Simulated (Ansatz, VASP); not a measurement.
## Two plane-wave programs on KMo2

```
CELL_PARAMETERS angstrom
2.85444 0.00000 0.00000
0.00000 8.32119 0.00000
0.00000 0.00000 6.09342
ATOMIC_POSITIONS crystal
K 0.50000 0.50000 0.50000
K 0.00000 0.00000 0.00000
Mo 0.36640 0.87901 0.50000
Mo 0.86640 0.62099 0.00000
Mo 0.63360 0.12099 0.50000
Mo 0.13360 0.37901 0.00000
```

Alike in both runs: functional PBE; k mesh 4 × 4 × 4; occupations gaussian, width 0.1 eV; no spin polarisation.

Ansatz relaxed the structure, and its values are those at the end. VASP's run is a single point on that final structure, the one shown.

|  | VASP | Ansatz |
| --- | --- | --- |
| version | VASP 6.6.1 | Ansatz 0.2.0 |
| potentials or method | VASP PAW PBE potentials, release 64 (K_sv, Mo_sv), cutoff 520 eV | scalar-relativistic, plane waves, PAW |
| valence electrons in the cell | 74 | 74 |

```csv
,VASP,Ansatz,Ansatz less VASP
gap on the k mesh at the Fermi level (eV),none,none,-
pressure (GPa),0.7,0.0,-0.65
rms of the force components (eV/Å),0.151,0.007,-0.1436
```

A gap of «none» marks a metal or a gap that the smearing closes. One of these differences is far larger than is usual between the two programs; its cause wasn't traced. The functional is the same, so the differences come from potentials, cutoffs and numerics.

The k mesh is coarse, so the values compare programs but aren't converged.
